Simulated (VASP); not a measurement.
A run of VASP 6.6.1:

File INCAR:

```
ALGO = Normal
EDIFF = 1E-6
ENCUT = 520
GGA = PE
ISIF = 2
ISMEAR = 0
LASPH = T
LCHARG = T
LELF = T
LREAL = F
LVHAR = T
LWAVE = F
NBANDS = 44
NELM = 100
PREC = Accurate
SIGMA = 0.1
```

File KPOINTS:

```
k-points
0
Gamma
  8 8 8
```

The input POSCAR:

```
Ga5N
1.0
    0.0000000000      4.1376840914      4.1376840914
    4.1376840914      0.0000000000      4.1376840914
    4.1376840914      4.1376840914      0.0000000000
Ga N
5 1
Direct
    0.6370094070      0.0889717791      0.6370094070
    0.6370094070      0.6370094070      0.6370094070
    0.0889717791      0.6370094070      0.6370094070
    0.6370094070      0.6370094070      0.0889717791
    0.0000000000      0.0000000000      0.0000000000
    0.5000000000      0.5000000000      0.5000000000
```

Potentials or basis: VASP PAW PBE potentials, release 64 (Ga_d, N).

Command:

```console
$ cat potpaw_PBE.64/Ga_d/POTCAR potpaw_PBE.64/N/POTCAR > POTCAR
$ mpirun -np 1 vasp_std > vasp.out
```

Hardware: 1 thread of Intel(R) Xeon(R) Platinum 8259CL CPU @ 2.50GHz (Skylake/Cascade Lake), with other jobs on the host.

Task: How long does it take, and how much memory?

Result: Run time: 4.5 min on 1 thread of Intel(R) Xeon(R) Platinum 8259CL CPU @ 2.50GHz (Skylake/Cascade Lake), on a shared host, peak memory 0.38 GiB. Counts: scf iterations 16, k points 29.
